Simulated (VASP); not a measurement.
# Cu (I4/mmm) in VASP: further runs, part 2 of 3

VASP 6.6.1. Earlier steps stand in the parts before.

## 3. Single point, PBEsol (12.22 Å³/atom)

Contents of INCAR:

```
SYSTEM = Cu
PREC     = Accurate       ! precision mode
ENCUT    = 520            ! plane-wave cutoff, eV
EDIFF    = 1E-6           ! SCF threshold, eV
ISMEAR   = 0              ! smearing method
SIGMA    = 0.15           ! smearing width, eV
LREAL    = .FALSE.        ! projectors in reciprocal space
LASPH    = .TRUE.         ! aspherical terms in the spheres
NELM     = 80             ! most SCF steps
ALGO     = Fast           ! electronic algorithm
ISIF     = 2              ! what is computed and relaxed
LWAVE    = .FALSE.        ! write WAVECAR
LCHARG   = .TRUE.         ! write CHGCAR
GGA      = PS             ! functional
LELF     = .TRUE.         ! ELF
LVHAR    = .TRUE.       
NBANDS   = 12             ! bands
```

Contents of KPOINTS:

```
Automatic mesh
0
G
  24 24 24
  0 0 0
```

Contents of POSCAR:

```
Cu
1.0
    0.0000000000      1.9578345727      1.5934815588
    1.9578345727      0.0000000000      1.5934815588
    1.9578345727      1.9578345727      0.0000000000
Cu
1
Direct
    0.0000000000      0.0000000000      0.0000000000
```

Potentials or basis: VASP PAW PBE potentials, release 64 (Cu).

Launch:

```bash
$ cat potpaw_PBE.64/Cu/POTCAR > POTCAR
$ mpirun -np 1 vasp_std > vasp.out
```

OUTCAR:

```text
SYSTEM = Cu
   PREC = Accurate
   ENCUT = 520
   EDIFF = 1E-6
   ISMEAR = 0
   LREAL = .FALSE.
   LASPH = .TRUE.
   NELM = 80
   ISIF = 2
   GGA = PS

 ion  position               nearest neighbor table
   1  0.000  0.000  0.000-

  LATTYP: Found a body centered tetragonal cell.
 ALAT       =     2.7687962056
 C/A-ratio  =     1.1510284185

  Lattice vectors:

 A1 = (   0.0000000000,  -1.9578345727,  -1.5934815588)
 A2 = (   0.0000000000,   1.9578345727,  -1.5934815588)
 A3 = (   1.9578345727,   0.0000000000,   1.5934815588)

Analysis of symmetry for initial positions (statically):
=====================================================================
 Subroutine PRICEL returns:
 Original cell was already a primitive cell.

 Routine SETGRP: Setting up the symmetry group for a
 body centered tetragonal supercell.

 Subroutine GETGRP returns: Found 16 space group operations
 (whereof 16 operations were pure point group operations)
 out of a pool of 16 trial point group operations.

The static configuration has the point symmetry D_4h.

Analysis of symmetry for dynamics (positions and initial velocities):
=====================================================================
 Subroutine PRICEL returns:
 Original cell was already a primitive cell.

 Routine SETGRP: Setting up the symmetry group for a
 body centered tetragonal supercell.

 Subroutine GETGRP returns: Found 16 space group operations
 (whereof 16 operations were pure point group operations)
 out of a pool of 16 trial point group operations.

The dynamic configuration has the point symmetry D_4h.

 Subroutine INISYM returns: Found 16 space group operations
 (whereof 16 operations are pure point group operations),
 and found     1 'primitive' translations

----------------------------------------------------------------------------------------

                                     Primitive cell

  volume of cell :      12.2160
[... 113 lines left out ...]
   LHFCALC =     F    Hartree Fock is set to
   AEXX    =    0.0000 exact exchange contribution
   IVDW    =     0    specifies the selected vdW correction
   LEPSILON=     F    determine dielectric tensor
   LRPA    =     F    only Hartree local field effects (RPA)
 non-spin polarized calculation
 RMM-DIIS sequential band-by-band and
 Gauss-broadening in eV      SIGMA  =   0.15
  energy-cutoff  :      520.00
  volume of cell :       12.22
 maximum number of plane-waves:       350
   NGX =  9   NGY =  9   NGZ = 11

 number of electron      11.0000001 magnetization

 Free energy of the ion-electron system (eV)
  ---------------------------------------------------
  ext. energy  EPLUGINS =         0.00000000
  ---------------------------------------------------
  free energy    TOTEN  =        -4.25630024 eV

  energy without entropy =       -4.25224738  energy(sigma->0) =       -4.25427381

 E-fermi :   6.9801     XC(G=0): -12.7121

 val. band max:        6.9768308659   @ k =  -0.4583   0.0000   0.0833
 cond. band min:       6.9883903253   @ k =  -0.2500   0.0000   0.2500
 fundamental gap:      0.0115594594
 Fermi energy:         6.9800801335

 k-point     1 :       0.0000    0.0000    0.0000
  band No.  band energies     occupation
      1      -2.1387      2.00000
      2       3.9028      2.00000
      3       3.9028      2.00000
      4       4.3466      2.00000
      5       4.6522      2.00000
      6       5.1030      2.00000
      7      30.1302      0.00000
      8      31.8020      0.00000
      9      31.8020      0.00000
     10      32.8089      0.00000
     11      34.4009      0.00000
     12      34.8871      0.00000
[... 331 lines left out ...]
 k-point    24 :       0.4583    0.0417    0.0000
  band No.  band energies     occupation
      1       2.1027      2.00000
      2       3.6088      2.00000
      3       4.5528      2.00000
      4       4.9008      2.00000
      5       5.5569      2.00000
      6       6.0665      2.00000
      7      11.4027      0.00000
      8      25.0614      0.00000
      9      25.4252      0.00000
     10      29.8839      0.00000
     11      32.0500      0.00000
     12      35.0452      0.00000

 [... further k-points ...]

------------------------ aborting loop because EDIFF is reached ----------------------------------------

  FORCE on cell =-STRESS in cart. coord.  units (eV):
  Direction    XX          YY          ZZ          XY          YZ          ZX
  --------------------------------------------------------------------------------------
  -------------------------------------------------------------------------------------
  Total       -0.7881339     -0.7881339     -0.5811334      0.0000000     -0.0000000      0.0000000
  in kB     -103.3669186   -103.3669186    -76.2179683      0.0000000     -0.0000000      0.0000000
  external PRESSURE =     -94.3172685 kB  Pullay stress =       0.0000000 kB

 VOLUME and BASIS-vectors are now :
 -----------------------------------------------------------------------------
  energy-cutoff  :      520.00
  volume of cell :       12.22
      direct lattice vectors                 reciprocal lattice vectors
     0.000000000  1.957834573  1.593481559    -0.255384192  0.255384192  0.313778341
     1.957834573  0.000000000  1.593481559     0.255384192 -0.255384192  0.313778341
     1.957834573  1.957834573  0.000000000     0.255384192  0.255384192 -0.313778341

 POSITION                                       TOTAL-FORCE (eV/Angst)
 -----------------------------------------------------------------------------------
      0.00000      0.00000      0.00000         0.000000      0.000000      0.000000
 -----------------------------------------------------------------------------------
    total drift:                                0.000000     -0.000000     -0.000000

  FREE ENERGIE OF THE ION-ELECTRON SYSTEM (eV)
  ---------------------------------------------------
  free  energy   TOTEN  =        -4.2563002441 eV

  energy  without entropy=       -4.2522473766  energy(sigma->0) =       -4.25427381
```

OSZICAR:

```text
N       E                     dE             d eps       ncg     rms          rms(c)
DAV:   1     0.416352792110E+02    0.41635E+02   -0.54007E+03 28440   0.152E+03
DAV:   2    -0.400766999635E+01   -0.45643E+02   -0.42239E+02 26288   0.202E+02
DAV:   3    -0.531015453135E+01   -0.13025E+01   -0.12935E+01 29616   0.394E+01
DAV:   4    -0.531817881830E+01   -0.80243E-02   -0.80232E-02 28788   0.274E+00
DAV:   5    -0.531825631774E+01   -0.77499E-04   -0.77499E-04 29780   0.273E-01    0.827E+00
RMM:   6    -0.471103723590E+01    0.60722E+00   -0.39084E+00 31930   0.367E+01    0.504E+00
RMM:   7    -0.426869631383E+01    0.44234E+00   -0.60366E-01 31593   0.141E+01    0.969E-01
RMM:   8    -0.425762565755E+01    0.11071E-01   -0.12959E-02 32942   0.138E+00    0.259E-01
RMM:   9    -0.425625252864E+01    0.13731E-02   -0.29569E-03 33388   0.100E+00    0.265E-02
RMM:  10    -0.425628750939E+01   -0.34981E-04   -0.50037E-04 33401   0.320E-01    0.151E-02
RMM:  11    -0.425629999663E+01   -0.12487E-04   -0.10942E-04 34441   0.114E-01    0.116E-02
RMM:  12    -0.425629998970E+01    0.69397E-08   -0.10166E-05 33532   0.407E-02    0.252E-03
RMM:  13    -0.425630024413E+01   -0.25444E-06   -0.26403E-06 23920   0.169E-02
   1 F= -.42563002E+01 E0= -.42542738E+01  d E =-.405287E-02
```

It took 100 s on 1 thread of AMD EPYC 9R45 (Zen 5), shared host; peak memory 0.23 GiB.

What came out:

- Free energy: -4.2563 eV
- Pressure: -9.4 GPa
- Band gap on the k mesh: zero (an odd number of electrons rules out a gap without spin polarisation)

Caveat: the cell stands under tension; the PAW data sets were made with another functional, which shifts forces and pressure a little.

## 4. Single point, PBEsol (13.12 Å³/atom)

This run uses another cell than the first one, of 13.12 Å³/atom.

Contents of INCAR:

```
SYSTEM = Cu
PREC     = Accurate       ! precision mode
ENCUT    = 520            ! plane-wave cutoff, eV
EDIFF    = 1E-6           ! SCF threshold, eV
ISMEAR   = 0              ! smearing method
SIGMA    = 0.15           ! smearing width, eV
LREAL    = .False.        ! projectors in reciprocal space
LASPH    = .True.         ! aspherical terms in the spheres
NELM     = 100            ! most SCF steps
ALGO     = Fast           ! electronic algorithm
ISIF     = 2              ! what is computed and relaxed
LWAVE    = .False.        ! write WAVECAR
LCHARG   = .False.        ! write CHGCAR
GGA      = PS             ! functional
NBANDS   = 12             ! bands
```

Contents of KPOINTS:

```
Automatic mesh
0
Gamma
  24 24 24
  0 0 0
```

Contents of POSCAR:

```
Cu
1.0
    0.0000000000      2.2224453145      1.3281333199
    2.2224453145      0.0000000000      1.3281333199
    2.2224453145      2.2224453145      0.0000000000
Cu
1
Direct
    0.0000000000      0.0000000000      0.0000000000
```

Potentials or basis: VASP PAW PBE potentials, release 64 (Cu).

Launch:

```bash
$ cat potpaw_PBE.64/Cu/POTCAR > POTCAR
$ mpirun -np 1 vasp_std > vasp.out
```

OUTCAR:

```text
SYSTEM = Cu
   PREC = Accurate
   ENCUT = 520
   EDIFF = 1E-6
   ISMEAR = 0
   LREAL = .False.
   LASPH = .True.
   NELM = 100
   ISIF = 2
   GGA = PS

 ion  position               nearest neighbor table
   1  0.000  0.000  0.000-

  LATTYP: Found a body centered tetragonal cell.
 ALAT       =     3.1430123054
 C/A-ratio  =     0.8451340248

  Lattice vectors:

 A1 = (   0.0000000000,  -2.2224453145,  -1.3281333199)
 A2 = (   0.0000000000,   2.2224453145,  -1.3281333199)
 A3 = (   2.2224453145,   0.0000000000,   1.3281333199)

Analysis of symmetry for initial positions (statically):
=====================================================================
 Subroutine PRICEL returns:
 Original cell was already a primitive cell.

 Routine SETGRP: Setting up the symmetry group for a
 body centered tetragonal supercell.

 Subroutine GETGRP returns: Found 16 space group operations
 (whereof 16 operations were pure point group operations)
 out of a pool of 16 trial point group operations.

The static configuration has the point symmetry D_4h.

[... 168 lines left out ...]
      1      -2.4396      2.00000
      2       3.0422      2.00000
      3       3.6531      2.00000
      4       3.6531      2.00000
      5       3.8095      2.00000
      6       4.4722      2.00000
      7      27.4287      0.00000
      8      27.4287      0.00000
      9      30.7186      0.00000
     10      31.7188      0.00000
     11      33.1150      0.00000
     12      33.2812      0.00000
[... 331 lines left out ...]
 k-point    24 :       0.4583    0.0417    0.0000
  band No.  band energies     occupation
      1       1.7852      2.00000
      2       2.6253      2.00000
      3       4.0977      2.00000
      4       4.5553      2.00000
      5       4.7927      2.00000
      6       6.2213      0.65684
      7      11.1234      0.00000
      8      20.9690      0.00000
      9      21.4985      0.00000
     10      25.6347      0.00000
     11      27.7757      0.00000
     12      34.5241      0.00000

 [... further k-points ...]

------------------------ aborting loop because EDIFF is reached ----------------------------------------

  FORCE on cell =-STRESS in cart. coord.  units (eV):
  Direction    XX          YY          ZZ          XY          YZ          ZX
  --------------------------------------------------------------------------------------
  -------------------------------------------------------------------------------------
  Total       -1.2676948     -1.2676948     -1.0966285      0.0000000      0.0000000     -0.0000000
  in kB     -154.8073091   -154.8073091   -133.9171760      0.0000000      0.0000000     -0.0000000
  external PRESSURE =    -147.8439314 kB  Pullay stress =       0.0000000 kB

 VOLUME and BASIS-vectors are now :
 -----------------------------------------------------------------------------
  energy-cutoff  :      520.00
  volume of cell :       13.12
      direct lattice vectors                 reciprocal lattice vectors
     0.000000000  2.222445314  1.328133320    -0.224977414  0.224977414  0.376468230
     2.222445314  0.000000000  1.328133320     0.224977414 -0.224977414  0.376468230
     2.222445314  2.222445314  0.000000000     0.224977414  0.224977414 -0.376468230

 POSITION                                       TOTAL-FORCE (eV/Angst)
 -----------------------------------------------------------------------------------
      0.00000      0.00000      0.00000        -0.000000     -0.000000      0.000000
 -----------------------------------------------------------------------------------
    total drift:                               -0.000000     -0.000000     -0.000000

  FREE ENERGIE OF THE ION-ELECTRON SYSTEM (eV)
  ---------------------------------------------------
  free  energy   TOTEN  =        -4.1731293691 eV

  energy  without entropy=       -4.1691059774  energy(sigma->0) =       -4.17111767
```

OSZICAR:

```text
N       E                     dE             d eps       ncg     rms          rms(c)
DAV:   1     0.427344770271E+02    0.42734E+02   -0.53696E+03 27772   0.147E+03
DAV:   2    -0.381654052102E+01   -0.46551E+02   -0.43038E+02 26404   0.200E+02
DAV:   3    -0.518714549680E+01   -0.13706E+01   -0.13596E+01 29680   0.399E+01
DAV:   4    -0.519598769537E+01   -0.88422E-02   -0.88409E-02 28916   0.284E+00
DAV:   5    -0.519607752402E+01   -0.89829E-04   -0.89828E-04 30088   0.293E-01    0.819E+00
RMM:   6    -0.470455439116E+01    0.49152E+00   -0.42391E+00 31844   0.382E+01    0.548E+00
RMM:   7    -0.418073607146E+01    0.52382E+00   -0.70530E-01 31456   0.155E+01    0.837E-01
RMM:   8    -0.417368353792E+01    0.70525E-02   -0.11464E-02 33001   0.168E+00    0.166E-01
RMM:   9    -0.417306306349E+01    0.62047E-03   -0.25262E-03 33241   0.907E-01    0.223E-02
RMM:  10    -0.417311394889E+01   -0.50885E-04   -0.60353E-04 33222   0.336E-01    0.163E-02
RMM:  11    -0.417312673117E+01   -0.12782E-04   -0.12326E-04 34405   0.110E-01    0.251E-03
RMM:  12    -0.417312912815E+01   -0.23970E-05   -0.16164E-05 32577   0.506E-02    0.239E-03
RMM:  13    -0.417312936912E+01   -0.24097E-06   -0.32357E-06 24559   0.221E-02
   1 F= -.41731294E+01 E0= -.41711177E+01  d E =-.402339E-02
```

Wall time 95 s (1 thread of AMD EPYC 9R45 (Zen 5), shared host); peak memory 0.23 GiB.

Results:

```
Free energy            : -4.1731 eV
Pressure               : -14.8 GPa
Band gap on the k mesh : zero (an odd number of electrons rules out a gap without spin polarisation)
```

Caveat: the cell stands under tension; the PAW data sets were made with another functional, which shifts forces and pressure a little.

(Continued in part 3 of 3.)

The gap in the log of VASP goes by the Fermi energy; the results here count the filled bands.